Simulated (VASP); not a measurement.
Ti:

```
CELL_PARAMETERS angstrom
2.95000 0.00000 0.00000
-1.47500 2.55477 0.00000
0.00000 0.00000 4.68000
ATOMIC_POSITIONS crystal
Ti 0.33333 0.66667 0.25000
Ti 0.66667 0.33333 0.75000
```

* Program: VASP 6.6.1
* Task: relaxation of cell and atoms
* Functional: PBEsol
* Potentials or basis: VASP PAW PBE potentials, release 64 (Ti_sv)
* Cutoff: 600 eV
* k mesh: 8 × 8 × 5
* Occupations: gaussian, width 0.02 eV
* Spin: no spin polarisation

At the start: pressure -5.8 GPa; volume 17.64 Å³/atom.

Problem. Where does the relaxation end?

Solution. Over 6 steps the energy falls by 17.9 meV/atom and the volume is 16.72 Å³/atom (-5.2 %); space group P6_3/mmc (No. 194, to 0.05 Å).

The path:
```
step  energy change (eV)  largest force (eV/Å)  pressure (GPa)  volume (Å³)
   1              0.0000                0.0000           -5.83        35.27
   2             -0.0155                0.0000            5.10        32.10
   3             -0.0358                0.0000            0.01        33.41
   4             -0.0358                0.0000           -0.12        33.44
   5             -0.0359                0.0000           -0.11        33.44
   6             -0.0359                0.0000           -0.10        33.44
```

Final structure:
```
Ti
1.0
     2.90235    0.00000    0.00000
    -1.45117    2.51350    0.00000
     0.00000    0.00000    4.58430
Ti
2
Direct
  0.33333 0.66667 0.25000
  0.66667 0.33333 0.75000
```

Caveat: the PAW data sets were made with another functional, which shifts forces and pressure a little.
